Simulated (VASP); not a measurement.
# GeSe (Pnma) in VASP: electric field gradients with PBE

Aim: the electric field gradients of GeSe with PBE.

All numbers are computed with VASP 6.6.1; they aren't measurements. Logs are shortened: lines on timing, memory, paths and dates and some standing lists are left out, and cuts for length are marked.

## Step 1: The cell of the first run

The structure is orthorhombic, space group Pnma (No. 62). The conventional cell has a = 10.790 Å, b = 3.820 Å, c = 4.380 Å, α = 90.00°, β = 90.00°, γ = 90.00°. Ge (site symmetry m) has 6 Se at 2.54 to 3.38 Å and 2 Ge at 3.37 Å within 3.4 Å. Se (site symmetry m) has 6 Ge at 2.54 to 3.38 Å within 3.4 Å.

## Step 2: Electric field gradients, PBE

Input file INCAR:

```
ALGO = Normal
EDIFF = 1E-8
ENCUT = 410
GGA = PE
GGA_COMPAT = F
ISIF = 2
ISMEAR = 0
LASPH = T
LCHARG = F
LEFG = T
LREAL = F
LWAVE = F
NBANDS = 50
NELM = 120
PREC = Accurate
SIGMA = 0.01
```

Input file KPOINTS:

```
k-points
0
Gamma
  2 5 4
```

Input file POSCAR:

```
GeSe
1.0
   10.7900000000      0.0000000000      0.0000000000
    0.0000000000      3.8200000000      0.0000000000
    0.0000000000      0.0000000000      4.3800000000
Ge Se
4 4
Direct
    0.1210000000      0.7500000000      0.8940000000
    0.6210000000      0.7500000000      0.6060000000
    0.3790000000      0.2500000000      0.3940000000
    0.8790000000      0.2500000000      0.1060000000
    0.8520000000      0.7500000000      0.4970000000
    0.3520000000      0.7500000000      0.0030000000
    0.6480000000      0.2500000000      0.9970000000
    0.1480000000      0.2500000000      0.5030000000
```

Potentials or basis: VASP PAW PBE potentials, release 64 (Ge_d, Se).

Run with:

```console
$ cat potpaw_PBE.64/Ge_d/POTCAR potpaw_PBE.64/Se/POTCAR > POTCAR
$ mpirun -np 1 vasp_std > vasp.out
```

OUTCAR:

```text
EDIFF = 1E-8
   ENCUT = 410
   GGA = PE
   ISIF = 2
   ISMEAR = 0
   LASPH = T
   LREAL = F
   NELM = 120
   PREC = Accurate

 ion  position               nearest neighbor table
   1  0.121  0.750  0.894-   6 2.54   8 2.58   8 2.58
   2  0.621  0.750  0.606-   5 2.54   7 2.58   7 2.58
   3  0.379  0.250  0.394-   8 2.54   6 2.58   6 2.58
   4  0.879  0.250  0.106-   7 2.54   5 2.58   5 2.58
   5  0.852  0.750  0.497-   2 2.54   4 2.58   4 2.58
   6  0.352  0.750  0.003-   1 2.54   3 2.58   3 2.58
   7  0.648  0.250  0.997-   4 2.54   2 2.58   2 2.58
   8  0.148  0.250  0.503-   3 2.54   1 2.58   1 2.58

  LATTYP: Found a simple orthorhombic cell.
 ALAT       =     3.8200000000
 B/A-ratio  =     1.1465968586
 C/A-ratio  =     2.8246073298

  Lattice vectors:

 A1 = (   0.0000000000,   3.8200000000,   0.0000000000)
 A2 = (   0.0000000000,   0.0000000000,   4.3800000000)
 A3 = (  10.7900000000,   0.0000000000,   0.0000000000)

Analysis of symmetry for initial positions (statically):
=====================================================================
 Subroutine PRICEL returns:
 Original cell was already a primitive cell.

 Routine SETGRP: Setting up the symmetry group for a
 simple orthorhombic supercell.

 Subroutine GETGRP returns: Found  8 space group operations
 (whereof  2 operations were pure point group operations)
 out of a pool of  8 trial point group operations.

The static configuration has the point symmetry S_2 .
 The point group associated with its full space group is D_2h.

Analysis of symmetry for dynamics (positions and initial velocities):
=====================================================================
 Subroutine PRICEL returns:
 Original cell was already a primitive cell.

 Routine SETGRP: Setting up the symmetry group for a
 simple orthorhombic supercell.

 Subroutine GETGRP returns: Found  8 space group operations
 (whereof  2 operations were pure point group operations)
 out of a pool of  8 trial point group operations.

The dynamic configuration has the point symmetry S_2 .
 The point group associated with its full space group is D_2h.

 Subroutine INISYM returns: Found  8 space group operations
 (whereof  2 operations are pure point group operations),
 and found     1 'primitive' translations

----------------------------------------------------------------------------------------

                                     Primitive cell

  volume of cell :     180.5340

  direct lattice vectors                    reciprocal lattice vectors
    10.790000000  0.000000000  0.000000000     0.092678406  0.000000000  0.000000000
     0.000000000  3.820000000  0.000000000     0.000000000  0.261780105  0.000000000
     0.000000000  0.000000000  4.380000000     0.000000000  0.000000000  0.228310502

  length of vectors
    10.790000000  3.820000000  4.380000000     0.092678406  0.261780105  0.228310502

  position of ions in fractional coordinates (direct lattice)
     0.121000000  0.750000000  0.894000000
     0.621000000  0.750000000  0.606000000
     0.379000000  0.250000000  0.394000000
     0.879000000  0.250000000  0.106000000
     0.852000000  0.750000000  0.497000000
     0.352000000  0.750000000  0.003000000
     0.648000000  0.250000000  0.997000000
     0.148000000  0.250000000  0.503000000

  ion indices of the primitive-cell ions
   primitive index   ion index
                 1           1
                 2           2
                 3           3
                 4           4
                 5           5
                 6           6
                 7           7
                 8           8

----------------------------------------------------------------------------------------

 KPOINTS: k-points

Automatic generation of k-mesh.
[... 63 lines left out ...]
   IBRION =     -1    ionic relax: 0-MD 1-quasi-New 2-CG
   NFREE  =      0    steps in history (QN), initial steepest desc. (CG)
   ISIF   =      2    stress and relaxation
   ISYM   =      2    0-nonsym 1-usesym 2-fastsym
   POTIM  = 0.5000    time-step for ionic-motion
   TEBEG  =    0.0;   TEEND  =   0.0 temperature during run
   PSTRESS=    0.0 pullay stress
   NELECT =      80.0000    total number of electrons
   NUPDOWN=      -1.0000    fix difference up-down
   EMIN   =  10.00;   EMAX   =-10.00  energy-range for DOS
   EFERMI =   0.00;   METHOD = LEGACY
   ISMEAR =     0;   SIGMA  =   0.01  broadening in eV -4-tet -1-fermi 0-gaus
   EFERMI_NEDOS =   21; number of points for ismear=-14 and -15
   IALGO  =     38    algorithm
   IMIX   =      4    mixing-type and parameters
     AMIX     =   0.40;   BMIX     =  1.00
     AMIX_MAG =   1.60;   BMIX_MAG =  1.00
  volume/ion in A,a.u.               =      22.57       152.29
  Fermi-wavevector in a.u.,A,eV,Ry     =   1.248107  2.358580 21.194766  1.557771
  Thomas-Fermi vector in A             =   2.382209
   LORBIT       =      0    0 simple, 1 ext, 2 COOP (PROOUT), +10 PAW based schemes
   GGA     = PE    functional components
   LHFCALC =     F    Hartree Fock is set to
   AEXX    =    0.0000 exact exchange contribution
   IVDW    =     0    specifies the selected vdW correction
   LEPSILON=     F    determine dielectric tensor
   LRPA    =     F    only Hartree local field effects (RPA)
 non-spin polarized calculation
 Gauss-broadening in eV      SIGMA  =   0.01
  energy-cutoff  :      410.00
  volume of cell :      180.53
 maximum number of plane-waves:      3452
 NGX is ok and might be reduce to    72
   NGX = 35   NGY = 13   NGZ = 15

 number of electron      79.9999972 magnetization

 Free energy of the ion-electron system (eV)
  ---------------------------------------------------
  ext. energy  EPLUGINS =         0.00000000
  ---------------------------------------------------
  free energy    TOTEN  =       -33.74972485 eV

  energy without entropy =      -33.74972485  energy(sigma->0) =      -33.74972485

 E-fermi :   4.5903     XC(G=0): -10.0204

 val. band max:        4.4510092547   @ k =   0.0000   0.0000   0.0000
 cond. band min:       5.1764062503   @ k =   0.0000   0.0000   0.0000
 fundamental gap:      0.7253969956
 Fermi energy:         4.5903192312

 k-point     1 :       0.0000    0.0000    0.0000
  band No.  band energies     occupation
      1     -20.0269      2.00000
      2     -20.0242      2.00000
      3     -20.0228      2.00000
      4     -20.0218      2.00000
      5     -20.0211      2.00000
      6     -20.0208      2.00000
[... 943 lines left out ...]
     49      11.1062      0.00000
     50      11.1297      0.00000

------------------------ aborting loop because EDIFF is reached ----------------------------------------

  FORCE on cell =-STRESS in cart. coord.  units (eV):
  Direction    XX          YY          ZZ          XY          YZ          ZX
  --------------------------------------------------------------------------------------
  -------------------------------------------------------------------------------------
  Total        4.3745423      3.6199952      2.3795424      0.0000000      0.0000000      0.0000000
  in kB       38.8225706     32.1262218     21.1176270      0.0000000      0.0000000      0.0000000
  external PRESSURE =      30.6888065 kB  Pullay stress =       0.0000000 kB

 VOLUME and BASIS-vectors are now :
 -----------------------------------------------------------------------------
  energy-cutoff  :      410.00
  volume of cell :      180.53
      direct lattice vectors                 reciprocal lattice vectors
    10.790000000  0.000000000  0.000000000     0.092678406  0.000000000  0.000000000
     0.000000000  3.820000000  0.000000000     0.000000000  0.261780105  0.000000000
     0.000000000  0.000000000  4.380000000     0.000000000  0.000000000  0.228310502

 POSITION                                       TOTAL-FORCE (eV/Angst)
 -----------------------------------------------------------------------------------
      1.30559      2.86500      3.91572        -0.174283      0.000000      0.043378
      6.70059      2.86500      2.65428        -0.174283     -0.000000     -0.043378
      4.08941      0.95500      1.72572         0.174283     -0.000000      0.043378
      9.48441      0.95500      0.46428         0.174283     -0.000000     -0.043378
      9.19308      2.86500      2.17686         0.242550     -0.000000      0.037852
      3.79808      2.86500      0.01314         0.242550      0.000000     -0.037852
      6.99192      0.95500      4.36686        -0.242550      0.000000      0.037852
      1.59692      0.95500      2.20314        -0.242550      0.000000     -0.037852
 -----------------------------------------------------------------------------------
    total drift:                               -0.000000      0.000000      0.000000

  FREE ENERGIE OF THE ION-ELECTRON SYSTEM (eV)
  ---------------------------------------------------
  free  energy   TOTEN  =       -33.7497248462 eV

  energy  without entropy=      -33.7497248462  energy(sigma->0) =      -33.74972485

 Electric field gradients (V/A^2)
---------------------------------------------------------------------
 ion       V_xx      V_yy      V_zz      V_xy      V_xz      V_yz
---------------------------------------------------------------------
   1     -36.707    24.936    11.771     0.000    44.157     0.000
   2     -36.707    24.936    11.771    -0.000   -44.157    -0.000
   3     -36.707    24.936    11.771    -0.000   -44.157     0.000
   4     -36.707    24.936    11.771    -0.000    44.157    -0.000
   5     -42.007    38.992     3.016     0.000   -69.083     0.000
   6     -42.007    38.992     3.016    -0.000    69.083     0.000
   7     -42.007    38.992     3.016     0.000    69.083    -0.000
   8     -42.007    38.992     3.016    -0.000   -69.083     0.000
---------------------------------------------------------------------

 Electric field gradients after diagonalization (V/A^2)
 (convention: |V_zz| > |V_xx| > |V_yy|)
----------------------------------------------------------------------
 ion       V_xx      V_yy      V_zz     asymmetry (V_yy - V_xx)/ V_zz
----------------------------------------------------------------------
   1      37.905    24.936   -62.840       0.206
   2      37.905    24.936   -62.840       0.206
   3      37.905    24.936   -62.840       0.206
   4      37.905    24.936   -62.840       0.206
   5      53.163    38.992   -92.154       0.154
   6      53.163    38.992   -92.154       0.154
   7      53.163    38.992   -92.154       0.154
   8      53.163    38.992   -92.154       0.154
----------------------------------------------------------------------

           NMR quadrupolar parameters

 Cq : quadrupolar parameter    Cq=e*Q*V_zz/h
 eta: asymmetry parameters     (V_yy - V_xx)/ V_zz
 Q  : nuclear electric quadrupole moment in mb (millibarn)
----------------------------------------------------------------------
 ion       Cq(MHz)       eta       Q (mb)
----------------------------------------------------------------------
   1      -0.152       0.206       1.000
   2      -0.152       0.206       1.000
   3      -0.152       0.206       1.000
   4      -0.152       0.206       1.000
   5      -0.223       0.154       1.000
   6      -0.223       0.154       1.000
   7      -0.223       0.154       1.000
   8      -0.223       0.154       1.000
----------------------------------------------------------------------
```

Wall time 4.1 min (1 thread of Intel Xeon 8259CL, shared host); peak memory 0.28 GiB.

Results:

* Free energy: -33.7497 eV
* Pressure: 3.1 GPa
* Largest force: 0.245 eV/Å
* Band gap on the k mesh: 0.73 eV
* Largest electric field gradient by atom: Ge -62.8; Se -92.2 V/Å²

Forces in eV/Å, atoms in the order of the input:
```
Ge  -0.174  0.000  0.043
Ge  -0.174  0.000 -0.043
Ge   0.174  0.000  0.043
Ge   0.174  0.000 -0.043
Se   0.243  0.000  0.038
Se   0.243  0.000 -0.038
Se  -0.243  0.000  0.038
Se  -0.243  0.000 -0.038
```

Stress tensor (GPa, compression positive):
```
3.88 0.00 0.00
0.00 3.21 0.00
0.00 0.00 2.11
```

Levels at points of the mesh, in eV from the valence-band top:
```csv
k point,band 37,band 38,band 39,band 40,band 41,band 42,band 43,band 44
"(0.00, 0.00, 0.00)",-1.25,-1.01,-0.73,0.00,0.73,2.74,2.82,2.84
"(0.50, 0.00, 0.00)",-1.56,-1.56,-0.31,-0.31,2.44,2.44,2.60,2.60
"(0.00, 0.00, 0.50)",-0.92,-0.92,-0.30,-0.30,1.43,1.43,2.19,2.19
"(0.50, 0.00, 0.50)",-0.56,-0.56,-0.40,-0.40,1.47,1.47,2.15,2.15
```

Electric field gradients, principal values (V/Å²):
```csv
atom,least,middle,greatest (by size)
1 Ge,24.936,37.905,-62.840
2 Ge,24.936,37.905,-62.840
3 Ge,24.936,37.905,-62.840
4 Ge,24.936,37.905,-62.840
5 Se,38.992,53.163,-92.154
6 Se,38.992,53.163,-92.154
7 Se,38.992,53.163,-92.154
8 Se,38.992,53.163,-92.154
```

Caveat: the cell stands under pressure; without QUAD_EFG the Cq values of the log hold for a quadrupole moment of 1 mb, not for the nuclei. A k mesh can miss the band edges.
